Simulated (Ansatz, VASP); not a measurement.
**Rh: VASP beside Ansatz**

Contents of POSCAR:

```
Rh
1.0
    2.5954974576      0.0000000000      0.0000000000
   -1.2977487288      2.2477667337      0.0000000000
    0.0000000000      0.0000000000      4.5225619073
Rh
2
Direct
    0.6666666667      0.3333333333      0.7500000000
    0.3333333333      0.6666666667      0.2500000000
```

The input INCAR.step1:

```
SYSTEM = Rh
PREC = Accurate
ENCUT = 520
ISMEAR = 0
SIGMA = 0.15
LREAL = .False.
LASPH = .True.
NELM = 60
NBANDS = 22
GGA = PE
ALGO = Normal
EDIFF = 1E-4
LWAVE = .True.
LCHARG = .False.
```

The input INCAR.step2:

```
SYSTEM = Rh
PREC = Accurate
ENCUT = 520
EDIFF = 1E-6
ISMEAR = 0
SIGMA = 0.15
LREAL = .False.
LASPH = .True.
NELM = 60
ALGO = Normal
ISIF = 2
LWAVE = .False.
LCHARG = .False.
METAGGA = R2SCAN
LMIXTAU = .True.
NBANDS = 22
ISTART = 1
```

File KPOINTS:

```
Automatic mesh
0
Gamma
  24 24 14
  0 0 0
```

Input for Ansatz:

```yaml
crystal:
  lattice:
    - [2.5954974576, 0.0, 0.0]
    - [-1.2977487288, 2.2477667337, 0.0]
    - [0.0, 0.0, 4.5225619073]
  atoms:
    - { symbol: Rh, position: [0.6666666667, 0.3333333333, 0.75] }
    - { symbol: Rh, position: [0.3333333333, 0.6666666667, 0.25] }
basis:
  ecutwfc: 500
kpoints:
  mp_grid: { grid: [24, 24, 14] }
hamiltonian:
  xc: r2scan
scf:
  occupations: { method: gaussian, width: 0.15 }
output:
  forces: true
  stress: true
  eigenvalues: true
  write_density: true
  write_potential: true
  elf: true
  volumetric_format: npy
```

Change from the starting cell: strain -0.040 along x and y, +0.040 along z, atoms carried along.

Alike in both runs: task single point; functional r2SCAN; k mesh 24 × 24 × 14; occupations gaussian, width 0.15 eV; no spin polarisation.

|  | VASP | Ansatz |
| --- | --- | --- |
| version | VASP 6.6.1 | Ansatz 0.2.0 |
| potentials or method | VASP PAW PBE potentials, release 64 (Rh_pv), cutoff 520 eV | scalar-relativistic, plane waves, PAW |
| valence electrons in the cell | 30 | 34 |

```csv
,VASP,Ansatz,Ansatz less VASP
gap on the k mesh at the Fermi level (eV),none,none,-
pressure (GPa),16.5,15.0,-1.51
"traceless stress, the component that is largest in VASP (GPa)",-16.98,-16.69,+0.290
```

VASP's potentials were made for PBE, not for r2SCAN. A gap of «none» marks a metal or a gap that the smearing closes. VASP's potentials hold 30 valence electrons a cell and Ansatz's 34, so a difference there can come from the potentials and not from the codes.
